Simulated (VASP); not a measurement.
# Ge (P6_3/mmc) in VASP: notebook, part 2 of 2

VASP 6.6.1. The steps go on from the part before.

## (4) Single point, LDA (23.75 Å³/atom)

This run uses another cell than the first one, of 23.75 Å³/atom.

The input, INCAR:

```
SYSTEM = Ge
PREC     = Accurate       ! precision mode
ENCUT    = 520            ! plane-wave cutoff, eV
EDIFF    = 1E-6           ! SCF threshold, eV
ISMEAR   = -1             ! smearing method
SIGMA    = 0.05           ! smearing width, eV
LREAL    = .FALSE.        ! projectors in reciprocal space
LASPH    = .TRUE.         ! aspherical terms in the spheres
NELM     = 80             ! most SCF steps
ALGO     = Normal         ! electronic algorithm
ISIF     = 2              ! what is computed and relaxed
LWAVE    = .FALSE.        ! write WAVECAR
LCHARG   = .TRUE.         ! write CHGCAR
LELF     = .TRUE.         ! ELF
LVHAR    = .TRUE.       
NBANDS   = 36             ! bands
```

The input, KPOINTS:

```
Automatic mesh
0
G
  8 8 4
  0 0 0
```

The input, POSCAR:

```
Ge
1.0
    4.0501916895      0.0000000000      0.0000000000
   -2.0250958448      3.5075688934      0.0000000000
    0.0000000000      0.0000000000      6.6862218294
Ge
4
Direct
    0.3333333333      0.6666666667      0.9370987500
    0.6666666667      0.3333333333      0.4370987500
    0.3333333333      0.6666666667      0.5629012500
    0.6666666667      0.3333333333      0.0629012500
```

Potentials or basis: VASP PAW LDA potentials, release 64 (Ge_d).

On the command line:

```
cat potpaw_LDA.64/Ge_d/POTCAR > POTCAR
mpirun -np 1 vasp_std > vasp.out
```

OUTCAR:

```text
SYSTEM = Ge
   PREC = Accurate
   ENCUT = 520
   EDIFF = 1E-6
   ISMEAR = -1
   LREAL = .FALSE.
   LASPH = .TRUE.
   NELM = 80
   ISIF = 2

 ion  position               nearest neighbor table
   1  0.333  0.667  0.937-   4 2.49   4 2.49   4 2.49   3 2.50
   2  0.667  0.333  0.437-   3 2.49   3 2.49   3 2.49   4 2.50
   3  0.333  0.667  0.563-   2 2.49   2 2.49   2 2.49   1 2.50
   4  0.667  0.333  0.063-   1 2.49   1 2.49   1 2.49   2 2.50

  LATTYP: Found a hexagonal cell.
 ALAT       =     4.0501916895
 C/A-ratio  =     1.6508408347

  Lattice vectors:

 A1 = (   4.0501916895,   0.0000000000,   0.0000000000)
 A2 = (  -2.0250958448,   3.5075688934,   0.0000000000)
 A3 = (   0.0000000000,   0.0000000000,   6.6862218294)

Analysis of symmetry for initial positions (statically):
=====================================================================
 Subroutine PRICEL returns:
 Original cell was already a primitive cell.

 Routine SETGRP: Setting up the symmetry group for a
 hexagonal supercell.
[... 168 lines left out ...]
  free energy    TOTEN  =       -20.63015569 eV

  energy without entropy =      -20.62820532  energy(sigma->0) =      -20.62918051

 E-fermi :   4.2268     XC(G=0): -10.0611

 val. band max:        4.1675507717   @ k =   0.0000   0.0000   0.0000
 cond. band min:       4.2280915627   @ k =   0.0000   0.0000   0.2500
 fundamental gap:      0.0605407910
 Fermi energy:         4.2268154715

 k-point     1 :       0.0000    0.0000    0.0000
  band No.  band energies     occupation
      1     -20.6428      2.00000
      2     -20.6428      2.00000
      3     -20.6088      2.00000
      4     -20.6088      2.00000
      5     -20.6082      2.00000
      6     -20.5961      2.00000
[... 925 lines left out ...]
     35      11.4394      0.00000
     36      11.4394      0.00000

 [... further k-points ...]

------------------------ aborting loop because EDIFF is reached ----------------------------------------

  FORCE on cell =-STRESS in cart. coord.  units (eV):
  Direction    XX          YY          ZZ          XY          YZ          ZX
  --------------------------------------------------------------------------------------
  -------------------------------------------------------------------------------------
  Total       -2.3171249     -2.3171249     -2.5214085      0.0000000      0.0000000     -0.0000000
  in kB      -39.0838599    -39.0838599    -42.5295928      0.0000000      0.0000000     -0.0000000
  external PRESSURE =     -40.2324375 kB  Pullay stress =       0.0000000 kB

 VOLUME and BASIS-vectors are now :
 -----------------------------------------------------------------------------
  energy-cutoff  :      520.00
  volume of cell :       94.99
      direct lattice vectors                 reciprocal lattice vectors
     4.050191690  0.000000000  0.000000000     0.246901894  0.142548875  0.000000000
    -2.025095845  3.507568893  0.000000000     0.000000000  0.285097750  0.000000000
     0.000000000  0.000000000  6.686221829     0.000000000  0.000000000  0.149561296

 POSITION                                       TOTAL-FORCE (eV/Angst)
 -----------------------------------------------------------------------------------
     -0.00000      2.33838      6.26565        -0.000000     -0.000000      0.018527
      2.02510      1.16919      2.92254         0.000000      0.000000      0.018527
     -0.00000      2.33838      3.76368        -0.000000     -0.000000     -0.018527
      2.02510      1.16919      0.42057         0.000000      0.000000     -0.018527
 -----------------------------------------------------------------------------------
    total drift:                               -0.000000      0.000000     -0.000000

  FREE ENERGIE OF THE ION-ELECTRON SYSTEM (eV)
  ---------------------------------------------------
  free  energy   TOTEN  =       -20.6301556899 eV

  energy  without entropy=      -20.6282053242  energy(sigma->0) =      -20.62918051
```

stdout:

```text
POSCAR found type information on POSCAR Ge
 POSCAR found :  1 types and       4 ions
 scaLAPACK will be used
 LDA part: xc-table for (Slater(with rela. corr.)+CA(PZ))
 , standard interpolation
 POSCAR, INCAR and KPOINTS ok, starting setup
 FFT: planning ... GRIDC
 FFT: planning ... GRID_SOFT
 FFT: planning ... GRID
 WAVECAR not read
 entering main loop
```

Run time: 30 s. Hardware: 1 thread of Intel Xeon 6975P-C (Granite Rapids), shared host; peak memory 0.2 GiB.

What came out:

- Free energy: -20.6302 eV
- Pressure: -4.0 GPa
- Largest force: 0.019 eV/Å

Forces in eV/Å, atoms in the order of the input:
```
Ge   0.000  0.000  0.019
Ge   0.000  0.000  0.019
Ge   0.000  0.000 -0.019
Ge   0.000  0.000 -0.019
```

Caveat: the cell stands under tension.

## (5) Single point, LDA (24.20 Å³/atom)

This run uses another cell than the first one, of 24.20 Å³/atom.

The input, INCAR:

```
  PREC = Accurate
  ENCUT = 520
  EDIFF = 1E-7
  ISMEAR = -1
  SIGMA = 0.05
  LREAL = False
  LASPH = True
  NELM = 80
  ALGO = Normal
  ISIF = 2
  LWAVE = False
  LCHARG = False
  NBANDS = 36
```

The input, KPOINTS:

```
Automatic mesh
0
Gamma
  8 8 4
```

The input, POSCAR:

```
Ge
1.0
    4.0759897844      0.0000000000      0.0000000000
   -2.0379948922      3.5299106989      0.0000000000
    0.0000000000      0.0000000000      6.7288103778
Ge
4
Direct
    0.3333333333      0.6666666667      0.9370987500
    0.6666666667      0.3333333333      0.4370987500
    0.3333333333      0.6666666667      0.5629012500
    0.6666666667      0.3333333333      0.0629012500
```

On the command line:

```
cat potpaw_LDA.64/Ge_d/POTCAR > POTCAR
mpirun -np 1 vasp_std > vasp.out
```

Wall time 36 s (1 thread of Intel Xeon 6975P-C (Granite Rapids), shared host); peak memory 0.2 GiB.

It converged, with:

* Free energy: -20.5786 eV
* Pressure: -5.0 GPa
* Largest force: 0.028 eV/Å

Forces on the atoms (eV/Å):
```
Ge   0.000  0.000  0.028
Ge   0.000  0.000  0.028
Ge   0.000  0.000 -0.028
Ge   0.000  0.000 -0.028
```

Stress tensor (GPa, compression positive):
```
-4.89  0.00  0.00
 0.00 -4.89  0.00
 0.00  0.00 -5.29
```

Levels at points of the mesh, in eV from the Fermi level:
| k point | band 26 | band 27 | band 28 | band 29 | band 30 | band 31 |
| --- | --- | --- | --- | --- | --- | --- |
| (0.00, 0.00, 0.00) | -0.60 | -0.23 | -0.04 | 0.21 | 0.21 | 2.34 |
| (0.50, 0.00, 0.00) | -2.76 | -2.51 | -1.25 | 0.61 | 1.48 | 3.58 |
| (0.00, 0.00, 0.50) | -0.69 | -0.69 | -0.69 | 0.51 | 0.51 | 3.39 |
| (0.50, 0.00, 0.50) | -2.31 | -2.15 | -2.15 | 0.50 | 0.50 | 2.21 |

Caveat: the cell stands under tension.

## (6) Overview

| cell | pressure (GPa) | largest force (eV/Å) |
| --- | --- | --- |
| a = 3.971, b = 3.971, c = 6.555 Å, angles 90.0, 90.0, 120.0°, 4 atoms | -0.5 | - |
| a = 4.024, b = 4.024, c = 6.643 Å, angles 90.0, 90.0, 120.0°, 4 atoms | -3.0 | 0.01 |
| a = 4.050, b = 4.050, c = 6.686 Å, angles 90.0, 90.0, 120.0°, 4 atoms | -4.0 | 0.02 |
| a = 4.076, b = 4.076, c = 6.729 Å, angles 90.0, 90.0, 120.0°, 4 atoms | -5.0 | 0.03 |

Alike in all rows: task single point; level LDA; potentials or basis VASP PAW LDA potentials, release 64 (Ge_d); no spin polarisation; k mesh 8 × 8 × 4; cutoff (eV) 520; smearing fermi-dirac 0.05 eV.

Caveats: the cell stands under tension (at least some runs).

Absolute energies hang on the potentials; compare differences alone.
